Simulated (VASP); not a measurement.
# Te (R-3m) in VASP: a series of runs, part 2 of 2

VASP 6.6.1. The steps go on from the part before.

## (4) Electric field gradients, PBEsol (shortest bond scaled by 0.76)

INCAR

```
PREC = Accurate
ENCUT = 520
EDIFF = 1E-8
ISMEAR = -1
SIGMA = 0.05
LREAL = F
LASPH = T
NELM = 60
ALGO = Normal
ISIF = 2
LWAVE = F
LCHARG = F
GGA = PS
LEFG = T
NBANDS = 13
```

KPOINTS

```
regular mesh
0
Gamma
  8 8 8
```

POSCAR

```
Te
1.0
    0.0000000000      3.3095529740      3.3095529740
    3.3095529740      0.0000000000      3.3095529740
    3.3095529740      3.3095529740      0.0000000000
Te
2
Direct
   -0.2150000000     -0.0950000000     -0.0950000000
    0.2150000000      0.0950000000      0.0950000000
```

Potentials or basis: VASP PAW PBE potentials, release 64 (Te).

On the command line:

```sh
$ cat potpaw_PBE.64/Te/POTCAR > POTCAR
$ mpirun -np 1 vasp_std > vasp.out
```

OUTCAR:

```text
PREC = Accurate
   ENCUT = 520
   EDIFF = 1E-8
   ISMEAR = -1
   LREAL = F
   LASPH = T
   NELM = 60
   ISIF = 2
   GGA = PS

 ion  position               nearest neighbor table
   1  0.785  0.905  0.905-   2 2.18   2 3.16   2 3.16   2 3.16
   2  0.215  0.095  0.095-   1 2.18   1 3.16   1 3.16   1 3.16

  LATTYP: Found a face centered cubic cell.
 ALAT       =     6.6191059480

  Lattice vectors:

 A1 = (   0.0000000000,   3.3095529740,   3.3095529740)
 A2 = (   3.3095529740,   0.0000000000,   3.3095529740)
 A3 = (   3.3095529740,   3.3095529740,   0.0000000000)

Analysis of symmetry for initial positions (statically):
=====================================================================
 Subroutine PRICEL returns:
 Original cell was already a primitive cell.

 Routine SETGRP: Setting up the symmetry group for a
 face centered cubic supercell.

 Subroutine GETGRP returns: Found 12 space group operations
 (whereof  4 operations were pure point group operations)
 out of a pool of 48 trial point group operations.

The static configuration has the point symmetry C_2h.
 The point group associated with its full space group is D_3d.

Analysis of symmetry for dynamics (positions and initial velocities):
=====================================================================
 Subroutine PRICEL returns:
 Original cell was already a primitive cell.

 Routine SETGRP: Setting up the symmetry group for a
 face centered cubic supercell.

 Subroutine GETGRP returns: Found 12 space group operations
 (whereof  4 operations were pure point group operations)
 out of a pool of 48 trial point group operations.

[... 529 lines left out ...]
      5       2.3403      2.00000
      6       4.2259      2.00000
      7       5.6353      0.54068
      8       8.5567      0.00000
      9       9.9188      0.00000
     10      11.1267      0.00000
     11      12.2964      0.00000
     12      13.0358      0.00000
     13      14.6306      0.00000

 [... further k-points ...]

------------------------ aborting loop because EDIFF is reached ----------------------------------------

  FORCE on cell =-STRESS in cart. coord.  units (eV):
  Direction    XX          YY          ZZ          XY          YZ          ZX
  --------------------------------------------------------------------------------------
  -------------------------------------------------------------------------------------
  Total       11.9486840     11.9486840     11.9486840     -9.8134373      9.8134373     -9.8134373
  in kB      264.0539407    264.0539407    264.0539407   -216.8671274    216.8671274   -216.8671274
  external PRESSURE =     264.0539407 kB  Pullay stress =       0.0000000 kB

 VOLUME and BASIS-vectors are now :
 -----------------------------------------------------------------------------
  energy-cutoff  :      520.00
  volume of cell :       72.50
      direct lattice vectors                 reciprocal lattice vectors
     0.000000000  3.309552974  3.309552974    -0.151077805  0.151077805  0.151077805
     3.309552974  0.000000000  3.309552974     0.151077805 -0.151077805  0.151077805
     3.309552974  3.309552974  0.000000000     0.151077805  0.151077805 -0.151077805

 POSITION                                       TOTAL-FORCE (eV/Angst)
 -----------------------------------------------------------------------------------
      5.99029      5.59314      5.59314        -7.472514      7.472514      7.472514
      0.62882      1.02596      1.02596         7.472514     -7.472514     -7.472514
 -----------------------------------------------------------------------------------
    total drift:                               -0.000000      0.000000     -0.000000

  FREE ENERGIE OF THE ION-ELECTRON SYSTEM (eV)
  ---------------------------------------------------
  free  energy   TOTEN  =        -3.7821160745 eV

  energy  without entropy=       -3.7743603315  energy(sigma->0) =       -3.77823820

 Electric field gradients (V/A^2)
---------------------------------------------------------------------
 ion       V_xx      V_yy      V_zz      V_xy      V_xz      V_yz
---------------------------------------------------------------------
   1      -0.000     0.000     0.000     4.748     4.748    -4.748
   2      -0.000     0.000     0.000     4.748     4.748    -4.748
---------------------------------------------------------------------

 Electric field gradients after diagonalization (V/A^2)
 (convention: |V_zz| > |V_xx| > |V_yy|)
----------------------------------------------------------------------
 ion       V_xx      V_yy      V_zz     asymmetry (V_yy - V_xx)/ V_zz
----------------------------------------------------------------------
   1       4.748     4.748    -9.496       0.000
   2       4.748     4.748    -9.496       0.000
----------------------------------------------------------------------

           NMR quadrupolar parameters

 Cq : quadrupolar parameter    Cq=e*Q*V_zz/h
 eta: asymmetry parameters     (V_yy - V_xx)/ V_zz
 Q  : nuclear electric quadrupole moment in mb (millibarn)
----------------------------------------------------------------------
 ion       Cq(MHz)       eta       Q (mb)
----------------------------------------------------------------------
   1      -0.023       0.000       1.000
   2      -0.023       0.000       1.000
----------------------------------------------------------------------
```

OSZICAR:

```text
N       E                     dE             d eps       ncg     rms          rms(c)
DAV:   1     0.494428529870E+02    0.49443E+02   -0.43884E+03  1690   0.730E+02
DAV:   2    -0.811141951289E+00   -0.50254E+02   -0.47335E+02  2302   0.116E+02
DAV:   3    -0.383389863623E+01   -0.30228E+01   -0.30024E+01  2173   0.310E+01
DAV:   4    -0.389018805998E+01   -0.56289E-01   -0.56281E-01  2167   0.501E+00
DAV:   5    -0.389125166875E+01   -0.10636E-02   -0.10636E-02  2219   0.643E-01    0.192E+01
DAV:   6    -0.381135372596E+01    0.79898E-01   -0.50747E-02  1840   0.108E+00    0.114E+01
DAV:   7    -0.378258288125E+01    0.28771E-01   -0.80032E-02  1920   0.135E+00    0.651E-01
DAV:   8    -0.378209873006E+01    0.48415E-03   -0.49755E-03  1915   0.411E-01    0.307E-01
DAV:   9    -0.378208390102E+01    0.14829E-04   -0.48393E-04  2075   0.122E-01    0.928E-02
DAV:  10    -0.378210965778E+01   -0.25757E-04   -0.33723E-05  2050   0.340E-02    0.151E-02
DAV:  11    -0.378211354330E+01   -0.38855E-05   -0.33176E-06  2103   0.105E-02    0.124E-02
DAV:  12    -0.378211580467E+01   -0.22614E-05   -0.36629E-06  1825   0.104E-02    0.795E-03
DAV:  13    -0.378211603316E+01   -0.22849E-06   -0.80458E-08  2185   0.162E-03    0.294E-03
DAV:  14    -0.378211602280E+01    0.10355E-07   -0.31786E-08  1870   0.102E-03    0.201E-03
DAV:  15    -0.378211607341E+01   -0.50607E-07   -0.81292E-10  1365   0.168E-04    0.147E-04
DAV:  16    -0.378211607454E+01   -0.11312E-08   -0.12105E-10  1040   0.792E-05
   1 F= -.37821161E+01 E0= -.37782382E+01  d E =-.775574E-02
```

Wall time 51 s (1 thread of Intel Xeon 6975P-C, shared host); peak memory 0.23 GiB.

Results:

```
Free energy            : -3.7821 eV
Pressure               : 26.4 GPa
Largest force          : 12.943 eV/Å
Band gap on the k mesh : zero (band 6 reaches 6.58 eV, above the bottom of band 7 at 3.85 eV)
```

Forces on the atoms (eV/Å):
```
Te  -7.473  7.473  7.473
Te   7.473 -7.473 -7.473
```

Electric field gradients, principal values (V/Å²):
```
atom  least  middle  greatest (by size)
1 Te  4.748   4.748              -9.496
2 Te  4.748   4.748              -9.496
```

Caveat: the cell differs from its parent crystal (shortest bond scaled by 0.76); without QUAD_EFG the Cq values of the log hold for a quadrupole moment of 1 mb, not for the nuclei; the PAW data sets were made with another functional, which shifts forces and pressure a little; spin-orbit coupling is left out, which moves the levels of the heavy elements.
